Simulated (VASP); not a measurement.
# Li4Ru (I-43m) in VASP: further runs, part 2 of 2

VASP 6.6.1.

## (3) Relaxation of cell and atoms, PBE

File INCAR:

```
SYSTEM = Li4Ru
ALGO = Normal ; EDIFF = 1E-7
EDIFFG = -0.04 ; ENCUT = 600
GGA = PE ; IBRION = 2
ISIF = 3 ; ISMEAR = 0
LASPH = .True. ; LCHARG = .False.
LREAL = .False. ; LWAVE = .False.
NELM = 100 ; NSW = 90
PREC = Accurate ; SIGMA = 0.1
```

File KPOINTS:

```
k-points
0
Gamma
  6 6 6
  0 0 0
```

File POSCAR:

```
Li4Ru
1.0
   -2.6374122700      2.6374122700      2.6374122700
    2.6374122700     -2.6374122700      2.6374122700
    2.6374122700      2.6374122700     -2.6374122700
Li Ru
4 1
Direct
    0.3495999900      0.3495999900      0.3495999900
    0.6504000100      0.0000000000      0.0000000000
    0.0000000000      0.0000000000      0.6504000100
    0.0000000000      0.6504000100      0.0000000000
    0.0000000000      0.0000000000      0.0000000000
```

Potentials or basis: VASP PAW PBE potentials, release 64 (Li_sv, Ru_pv).

Run with:

```sh
$ cat potpaw_PBE.64/Li_sv/POTCAR potpaw_PBE.64/Ru_pv/POTCAR > POTCAR
$ mpirun -np 1 vasp_std > vasp.out
```

It took 2.4 min on 1 thread of AMD EPYC 9R45 (Zen 5), shared host; peak memory 0.19 GiB.

It converged, with:

* Free energy: -13.9241 eV
* Relaxed volume: 19.32 Å³/atom
* Relaxed cell: a = 5.007 Å, b = 5.007 Å, c = 5.007 Å, α = 109.47°, β = 109.47°, γ = 109.47°
* Space group after relaxing (to 0.05 Å): Im-3m (No. 229)
* Energy gained by relaxing: 2048.9 meV/atom
* Ionic steps: 11
* Pressure after relaxing: 0.2 GPa
* Largest force after relaxing: 0.009 eV/Å
* Band gap on the k mesh: zero (band 13 reaches 1.28 eV, above the bottom of band 14 at 1.21 eV)

Forces in eV/Å, atoms in the order of the input:
```
Li   0.005  0.005  0.005
Li   0.005 -0.005 -0.005
Li  -0.005 -0.005  0.005
Li  -0.005  0.005 -0.005
Ru   0.000  0.000  0.000
```

The path:
| step | energy change (eV) | largest force (eV/Å) | pressure (GPa) | volume (Å³) |
| --- | --- | --- | --- | --- |
| 1 | 0.0000 | 10.6260 | 47.80 | 73.38 |
| 2 | -9.4229 | 0.3212 | -5.21 | 130.40 |
| 3 | -9.4815 | 0.9517 | -1.19 | 110.87 |
| 4 | -9.5751 | 0.6295 | -3.17 | 118.68 |
| 5 | -9.5733 | 0.6657 | -2.94 | 117.63 |
| 6 | -9.7650 | 0.6665 | -2.07 | 111.14 |
| 7 | -10.0610 | 0.5753 | 1.71 | 93.11 |
| 8 | -10.0621 | 0.5436 | 2.49 | 90.59 |
| 9 | -10.1900 | 0.2181 | 1.87 | 91.41 |
| 10 | -10.2199 | 0.0303 | 1.58 | 92.08 |
| 11 | -10.2445 | 0.0093 | 0.17 | 96.62 |

Final structure:
```
Li Ru
1.0
    -2.89070    2.89070    2.89070
     2.89070   -2.89070    2.89070
     2.89070    2.89070   -2.89070
Li Ru
4 1
Direct
  0.49947 0.49947 0.49947
  0.50053 0.00000 0.00000
  0.00000 0.00000 0.50053
  0.00000 0.50053 0.00000
  0.00000 0.00000 0.00000
```

Levels at points of the mesh, in eV from the Fermi level:
```csv
k point,band 10,band 11,band 12,band 13,band 14,band 15,band 16,band 17
"(0.00, 0.00, 0.00)",-0.18,-0.18,-0.05,-0.05,2.76,2.76,2.76,3.61
"(0.50, 0.00, 0.00)",-0.63,-0.45,-0.35,-0.12,-0.11,1.94,2.74,3.59
"(0.50, 0.50, 0.50)",-1.21,-0.45,-0.45,-0.45,1.85,1.85,1.85,2.61
```

Caveat: the cutoff is under 1.25 times the usual one of these potentials, so pressure, stress and relaxed cells hold a basis-set (Pulay) error; the volume moved by over 15 % at a fixed basis, so the end points are rough.

## (4) Single point, PBE

File INCAR:

```
  PREC = Accurate
  ENCUT = 750
  EDIFF = 1E-6
  ISMEAR = 0
  SIGMA = 0.1
  LREAL = F
  LASPH = T
  NELM = 120
  ALGO = Normal
  ISIF = 2
  LWAVE = F
  LCHARG = F
  GGA = PE
  NBANDS = 22
  GGA_COMPAT = F
```

File KPOINTS:

```
Automatic mesh
0
Gamma
  6 6 6
```

POSCAR is that of step 3.

Potentials or basis: VASP PAW PBE potentials, release 64 (Li_sv, Ru_sv).

Run with:

```sh
$ cat potpaw_PBE.64/Li_sv/POTCAR potpaw_PBE.64/Ru_sv/POTCAR > POTCAR
$ mpirun -np 1 vasp_std > vasp.out
```

OUTCAR:

```text
PREC = Accurate
   ENCUT = 750
   EDIFF = 1E-6
   ISMEAR = 0
   LREAL = F
   LASPH = T
   NELM = 120
   ISIF = 2
   GGA = PE

 ion  position               nearest neighbor table
   1  0.350  0.350  0.350-   5 1.60
   2  0.650  0.000  0.000-   5 1.60
   3  0.000  0.000  0.650-   5 1.60
   4  0.000  0.650  0.000-   5 1.60
   5  0.000  0.000  0.000-   1 1.60   2 1.60   3 1.60   4 1.60

  LATTYP: Found a body centered cubic cell.
 ALAT       =     5.2748245400

  Lattice vectors:

 A1 = (  -2.6374122700,   2.6374122700,   2.6374122700)
 A2 = (   2.6374122700,  -2.6374122700,   2.6374122700)
 A3 = (   2.6374122700,   2.6374122700,  -2.6374122700)

Analysis of symmetry for initial positions (statically):
=====================================================================
 Subroutine PRICEL returns:
 Original cell was already a primitive cell.

 Routine SETGRP: Setting up the symmetry group for a
 body centered cubic supercell.

 Subroutine GETGRP returns: Found 24 space group operations
 (whereof 24 operations were pure point group operations)
 out of a pool of 48 trial point group operations.

The static configuration has the point symmetry T_d .

Analysis of symmetry for dynamics (positions and initial velocities):
=====================================================================
 Subroutine PRICEL returns:
 Original cell was already a primitive cell.

 Routine SETGRP: Setting up the symmetry group for a
 body centered cubic supercell.

 Subroutine GETGRP returns: Found 24 space group operations
 (whereof 24 operations were pure point group operations)
 out of a pool of 48 trial point group operations.

The dynamic configuration has the point symmetry T_d .
[... 111 lines left out ...]
   ISMEAR =     0;   SIGMA  =   0.10  broadening in eV -4-tet -1-fermi 0-gaus
   EFERMI_NEDOS =   21; number of points for ismear=-14 and -15
   IALGO  =     38    algorithm
   IMIX   =      4    mixing-type and parameters
     AMIX     =   0.40;   BMIX     =  1.00
     AMIX_MAG =   1.60;   BMIX_MAG =  1.00
  volume/ion in A,a.u.               =      14.68        99.04
  Fermi-wavevector in a.u.,A,eV,Ry     =   1.187398  2.243856 19.183031  1.409913
  Thomas-Fermi vector in A             =   2.323550
   LORBIT       =      0    0 simple, 1 ext, 2 COOP (PROOUT), +10 PAW based schemes
   GGA     = PE    functional components
   LHFCALC =     F    Hartree Fock is set to
   AEXX    =    0.0000 exact exchange contribution
   IVDW    =     0    specifies the selected vdW correction
   LEPSILON=     F    determine dielectric tensor
   LRPA    =     F    only Hartree local field effects (RPA)
 non-spin polarized calculation
 Gauss-broadening in eV      SIGMA  =   0.10
  energy-cutoff  :      750.00
  volume of cell :       73.38
 maximum number of plane-waves:      3463
 NGX is ok and might be reduce to    42
   NGX = 21   NGY = 21   NGZ = 21

 number of electron      27.9999994 magnetization

 Free energy of the ion-electron system (eV)
  ---------------------------------------------------
  ext. energy  EPLUGINS =         0.00000000
  ---------------------------------------------------
  free energy    TOTEN  =        -4.17671722 eV

  energy without entropy =       -4.17408187  energy(sigma->0) =       -4.17539955

 E-fermi :   3.5002     XC(G=0):  -8.5650

 val. band max:        3.4019345006   @ k =   0.5000   0.5000   0.3333
 cond. band min:       3.5314074827   @ k =   0.5000   0.0000   0.0000
 fundamental gap:      0.1294729821
 Fermi energy:         3.5001857797

 k-point     1 :       0.0000    0.0000    0.0000
  band No.  band energies     occupation
      1     -68.3357      2.00000
      2     -44.2327      2.00000
      3     -44.2327      2.00000
      4     -44.2327      2.00000
      5     -43.5844      2.00000
      6     -37.9309      2.00000
[... 389 lines left out ...]
     21      12.8977      0.00000
     22      12.8977      0.00000

------------------------ aborting loop because EDIFF is reached ----------------------------------------

  FORCE on cell =-STRESS in cart. coord.  units (eV):
  Direction    XX          YY          ZZ          XY          YZ          ZX
  --------------------------------------------------------------------------------------
  -------------------------------------------------------------------------------------
  Total       20.1393105     20.1393105     20.1393105      0.0000000      0.0000000     -0.0000000
  in kB      439.7047141    439.7047141    439.7047141      0.0000000      0.0000000     -0.0000000
  external PRESSURE =     439.7047141 kB  Pullay stress =       0.0000000 kB

 VOLUME and BASIS-vectors are now :
 -----------------------------------------------------------------------------
  energy-cutoff  :      750.00
  volume of cell :       73.38
      direct lattice vectors                 reciprocal lattice vectors
    -2.637412270  2.637412270  2.637412270     0.000000000  0.189579766  0.189579766
     2.637412270 -2.637412270  2.637412270     0.189579766  0.000000000  0.189579766
     2.637412270  2.637412270 -2.637412270     0.189579766  0.189579766  0.000000000

 POSITION                                       TOTAL-FORCE (eV/Angst)
 -----------------------------------------------------------------------------------
      0.92204      0.92204      0.92204         5.661694      5.661694      5.661694
     -1.71537      1.71537      1.71537         5.661694     -5.661694     -5.661694
      1.71537      1.71537     -1.71537        -5.661694     -5.661694      5.661694
      1.71537     -1.71537      1.71537        -5.661694      5.661694     -5.661694
      0.00000      0.00000      0.00000         0.000000     -0.000000      0.000000
 -----------------------------------------------------------------------------------
    total drift:                               -0.000007     -0.000007     -0.000009

  FREE ENERGIE OF THE ION-ELECTRON SYSTEM (eV)
  ---------------------------------------------------
  free  energy   TOTEN  =        -4.1767172240 eV

  energy  without entropy=       -4.1740818717  energy(sigma->0) =       -4.17539955
```

stdout:

```text
POSCAR found type information on POSCAR LiRu
 POSCAR found :  2 types and       5 ions
 scaLAPACK will be used
 LDA part: xc-table for (Slater+PW92), standard interpolation
 POSCAR, INCAR and KPOINTS ok, starting setup
 FFT: planning ... GRIDC
 FFT: planning ... GRID_SOFT
 FFT: planning ... GRID
 WAVECAR not read
 entering main loop
```

Wall time 32 s (1 thread of Intel Xeon 6975P-C (Granite Rapids), shared host); peak memory 0.26 GiB.

What came out:

```
Free energy            : -4.1767 eV
Pressure               : 44.0 GPa
Largest force          : 9.806 eV/Å
Band gap on the k mesh : zero (band 14 reaches 3.66 eV, above the bottom of band 15 at 3.53 eV)
```

Forces on the atoms (eV/Å):
```
Li   5.662  5.662  5.662
Li   5.662 -5.662 -5.662
Li  -5.662 -5.662  5.662
Li  -5.662  5.662 -5.662
Ru   0.000  0.000  0.000
```

Caveat: forces of over 1 eV/Å act on the atoms, so gaps and moduli don't describe the material at rest.

## (5) The runs side by side

| task | potentials or basis | cell | cutoff (eV) | second run | gap on the mesh (eV) | pressure (GPa) | largest force (eV/Å) |
| --- | --- | --- | --- | --- | --- | --- | --- |
| single point | VASP PAW PBE potentials, release 64 (Li_sv, Ru_pv) | as given | 520 | - | - | - | 10.65 |
| relaxation of cell and atoms | VASP PAW PBE potentials, release 64 (Li_sv, Ru_pv) | relaxed | 600 | - | none | 0.2 | 0.01 |
| single point | VASP PAW PBE potentials, release 64 (Li_sv, Ru_sv) | as given | 750 | valence_matched | none | 44.0 | 9.81 |

Alike in all rows: level PBE; no spin polarisation; k mesh 6 × 6 × 6; smearing gaussian 0.1 eV.

Caveats: the cutoff is under 1.25 times the usual one of these potentials, so pressure, stress and relaxed cells hold a basis-set (Pulay) error (some runs); forces of over 1 eV/Å act on the atoms, so gaps and moduli don't describe the material at rest (some runs); the volume moved by over 15 % at a fixed basis, so the end points are rough (some runs).

Absolute energies hang on the potentials; compare differences alone.
